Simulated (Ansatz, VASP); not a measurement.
# Two plane-wave programs on BAs

File INCAR:

```
  ALGO = Normal
  EDIFF = 1E-7
  EDIFFG = -0.002
  ENCUT = 450
  GGA = CA
  GGA_COMPAT = F
  IBRION = 2
  ISIF = 2
  ISMEAR = 0
  LASPH = T
  LCHARG = F
  LREAL = F
  LWAVE = F
  NELM = 120
  NELMIN = 4
  NSW = 60
  PREC = Accurate
  SIGMA = 0.02
```

Contents of KPOINTS:

```
k-points
0
Gamma
  8 8 8
```

The input POSCAR:

```
BAs
1.0
    0.0000000000      2.3423282247      2.3423282247
    2.3423282247      0.0000000000      2.3423282247
    2.3423282247      2.3423282247      0.0000000000
B As
1 1
Direct
    0.0000000000      0.0000000000      0.0000000000
    0.2500000000      0.2500000000      0.2500000000
```

Input for Ansatz:

```yaml
crystal:
  lattice:
    - [0.0, 2.3423282247, 2.3423282247]
    - [2.3423282247, 0.0, 2.3423282247]
    - [2.3423282247, 2.3423282247, 0.0]
  atoms:
    - { symbol: B, position: [0.0, 0.0, 0.0] }
    - { symbol: As, position: [0.25, 0.25, 0.25] }
basis:
  ecutwfc: 420
kpoints:
  mp_grid: { grid: [8, 8, 8] }
hamiltonian:
  xc: lda
  pseudopotentials: { kind: paw, azcp: { folder: soft_1 } }
scf:
  occupations: { method: gaussian, width: 0.02 }
output:
  forces: true
  stress: true
  eigenvalues: true
relax:
  adjacent_minimum: "off"
  f_tol: 0.002
  max_steps: 40
```

Change from the starting cell: strained cell.

Alike in both runs: task relaxation of the atoms; functional LDA; k mesh 8 × 8 × 8; occupations gaussian, width 0.02 eV; no spin polarisation.

```csv
,VASP,Ansatz
version,VASP 6.6.1,Ansatz 0.2.0
potentials or method,"VASP PAW LDA potentials, release 64 (B, As), cutoff 450 eV","scalar-relativistic, plane waves, PAW"
valence electrons in the cell,8,18
```

Ansatz gave:

| Property | Result |
| --- | --- |
| gap on the k mesh at the Fermi level, each at its own relaxed structure (eV) | 1.10 |

**Question.** What did VASP give for the same quantities?

**Answer.** gap on the k mesh at the Fermi level, each at its own relaxed structure (eV): 1.09.

Ansatz warns that its potentials were made for another functional, while VASP's fit it. LDA's correlation is that of Perdew and Zunger in VASP and of Perdew and Wang (1992) in Ansatz. VASP's potentials hold 8 valence electrons a cell and Ansatz's 18, so a difference there can come from the potentials and not from the codes. Ansatz's warnings: stress scf threshold loose.

Noted on VASP's run: the relaxation stopped at its first step, so nothing moved.
